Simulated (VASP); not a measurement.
A run of VASP 6.6.1 is set up as follows.

Contents of INCAR:

```
PREC = Accurate ; ENCUT = 600
EDIFF = 1E-6 ; ISMEAR = 0
SIGMA = 0.2 ; LREAL = F
LASPH = T ; NELM = 200
ALGO = Normal ; ISIF = 2
LWAVE = F ; LCHARG = T
GGA = PE ; LELF = T
LVHAR = T ; NBANDS = 22
GGA_COMPAT = F ; LMAXMIX = 6
```

The input KPOINTS:

```
regular mesh
0
Gamma
  4 4 3
```

Contents of POSCAR:

```
Tm2MgC2
1.0
    4.5227948240      0.0000000000      0.0000000000
    0.0000000000      4.5227948240      0.0000000000
    0.0000000000      0.0000000000      5.6837996889
Tm Mg C
2 1 2
Direct
    0.0000000000      0.0000000000      0.0000000000
    0.0000000000      0.0000000000      0.5000000000
    0.5000000000      0.5000000000      0.0000000000
    0.0000000000      0.5000000000      0.5000000000
    0.5000000000      0.0000000000      0.5000000000
```

Potentials or basis: VASP PAW PBE potentials, release 64 (Tm_3, Mg, C), 4f in core.

Launch:

```console
$ cat potpaw_PBE.64/Tm_3/POTCAR potpaw_PBE.64/Mg/POTCAR potpaw_PBE.64/C/POTCAR > POTCAR
$ mpirun -np 1 vasp_std > vasp.out
```

Estimate the band gap on the k mesh.

zero (bands 14 and 15 overlap by 1.25 eV).

What does it give for the pressure?

0.9 GPa.

Stress tensor (GPa, compression positive):
```
1.11 0.00 0.00
0.00 1.11 0.00
0.00 0.00 0.49
```

Caveat: the k points lie up to 0.37 Å⁻¹ apart, too coarse for converged energies and pressures of a metal; spin-orbit coupling is left out, which moves the levels of the heavy elements; the 4f electrons are frozen in the core, so they carry no moment and show no levels. Spin polarisation is off, so any magnetic state and its effect on volume and gap are missing.
